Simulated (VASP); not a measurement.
The system is PbF2.

```
Pb F
1.0
     5.57821    0.00000    0.00000
     0.00000    5.57821    0.00000
     0.00000    0.00000    3.93988
Pb F
2 4
Direct
  0.00000 0.00000 0.00000
  0.50000 0.50000 0.50000
  0.30923 0.30923 0.00000
  0.19077 0.80923 0.50000
  0.80923 0.19077 0.50000
  0.69077 0.69077 0.00000
```

Base run:

| Quantity | Value |
| --- | --- |
| Program | VASP 6.6.1 |
| Functional | r2SCAN |
| Potentials or basis | VASP PAW PBE potentials, release 64 (Pb_d, F) |
| Cutoff | 520 eV |
| k mesh | 4 × 4 × 4 |
| Occupations | gaussian, width 0.001 eV |
| Spin | no spin polarisation |

Its results: band gap on the k mesh 4.05 eV (least direct gap 4.32 eV); pressure 0.0 GPa.

Task: The run is repeated on the same cell with these changes: functional from r2SCAN to PBEsol; occupations from gaussian, width 0.001 eV to gaussian, width 0.01 eV. What comes out?

Result: Band gap on the k mesh 3.64 eV (least direct gap 3.84 eV); pressure -0.8 GPa.

Caveats: the structure was generated, so it needn't be the stable form of PbF2; the PAW data sets were made with another functional, which shifts forces and pressure a little; spin-orbit coupling is left out, which moves the levels of the heavy elements.

A k mesh can miss the band edges.
